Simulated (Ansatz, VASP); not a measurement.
Ta2N in VASP and in Ansatz

```xyz
3
Lattice="3.1538 0.0000 0.0000 -1.5769 2.7313 0.0000 0.0000 0.0000 4.9339" Properties=species:S:1:pos:R:3 pbc="T T T"
Ta    0.0000    1.8209    1.2567
Ta    1.5769    0.9104    3.6772
N     0.0000    0.0000    0.0000
```

Alike in both runs: task single point; functional r2SCAN; k mesh 10 × 10 × 6; occupations fermi-dirac, width 0.05 eV; no spin polarisation.

|  | VASP | Ansatz |
| --- | --- | --- |
| version | VASP 6.6.1 | Ansatz 0.2.0 |
| potentials or method | VASP PAW PBE potentials, release 64 (Ta_sv_GW, N) | Ansatz PAW |
| plane-wave cutoff (eV) | 660 | 500 |
| valence electrons in the cell | 31 | 31 |

Ansatz gave:

```
gap on the k mesh at the Fermi level (eV)                     : none
pressure (GPa)                                                : -15.2
traceless stress, the component that is largest in VASP (GPa) : 1.65
rms of the force components (eV/Å)                            : 0.049
```

Problem. What did VASP give for the same quantities?

Solution. gap on the k mesh at the Fermi level (eV): none; pressure (GPa): -15.5; traceless stress, the component that is largest in VASP (GPa): 1.61; rms of the force components (eV/Å): 0.031.

VASP's potentials were made for PBE, not for r2SCAN. Atom by atom the forces differ by 0.017 eV/Å (rms over components). A gap of «none» marks a metal or a gap that the smearing closes.

Spin-orbit coupling is off throughout.
